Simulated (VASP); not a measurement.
## Pt: relaxation of cell and atoms with revPBE+D3(BJ)

Pt:

```
Pt
1.0
    -1.58422    1.58422    1.58422
     1.58422   -1.58422    1.58422
     1.58422    1.58422   -1.58422
Pt
1
Direct
  0.00000 0.00000 0.00000
```

```json
{"Program": "VASP 6.6.1", "Task": "relaxation of cell and atoms", "Functional": "revPBE", "Dispersion": "D3(BJ)", "Potentials or basis": "VASP PAW PBE potentials, release 64 (Pt)", "Cutoff": "600 eV", "k mesh": "12 × 12 × 12", "Occupations": "fermi-dirac, width 0.05 eV", "Spin": "no spin polarisation", "Dipole correction": "no", "Further INCAR settings": "ALGO = Normal; EDIFF = 1e-06; IBRION = 2; EDIFFG = -0.01; NSW = 60; ISIF = 3"}
```

```json
{"Relaxed volume": "15.03 Å³/atom", "Relaxed cell": "a = 2.693 Å, b = 2.693 Å, c = 2.693 Å, α = 109.47°, β = 109.47°, γ = 109.47°", "Space group after relaxing (to 0.05 Å)": "Im-3m (No. 229)", "Energy gained by relaxing": "39.4 meV/atom", "Ionic steps": "7", "Pressure after relaxing": "0.0 GPa", "Band gap on the k mesh": "zero (band 5 reaches 12.29 eV, above the bottom of band 6 at 9.91 eV)", "Dispersion energy per atom": "-1.473 eV"}
```

The path:
```csv
step,energy change (eV),largest force (eV/Å),pressure (GPa),volume (Å³)
1,0.0000,0.0000,-13.58,15.90
2,0.2871,0.0000,59.97,13.00
3,-0.0393,0.0000,-0.80,15.07
4,-0.0394,0.0000,-0.19,15.04
5,-0.0394,0.0000,0.13,15.02
6,-0.0394,0.0000,-0.27,15.05
7,-0.0394,0.0000,-0.01,15.03
```

Final structure:
```
Pt
1.0
    -1.55471    1.55471    1.55471
     1.55471   -1.55471    1.55471
     1.55471    1.55471   -1.55471
Pt
1
Cartesian
  0.0000 0.0000 0.0000
```

Levels at points of the mesh, in eV from the Fermi level:
```
           k point  band 2  band 3  band 4  band 5  band 6  band 7  band 8  band 9
(0.00, 0.00, 0.00)   -3.67   -3.67   -3.67   -1.01   -1.01   17.14   17.14   17.14
(0.50, 0.00, 0.00)   -5.21   -1.19   -0.65    0.21    1.24    6.84   13.35   16.39
(0.50, 0.50, 0.50)   -6.50    0.67    0.67    0.67    7.88    7.88    7.88   13.66
```

Wall time 31 s on 1 thread of Intel(R) Xeon(R) Platinum 8259CL CPU @ 2.50GHz (Skylake/Cascade Lake), on a shared host, peak memory 0.18 GiB.

Caveat: the PAW data sets were made with another functional, which shifts forces and pressure a little; spin-orbit coupling is left out, which moves the levels of the heavy elements; pairwise dispersion overbinds metals, which lowers pressure and volume.
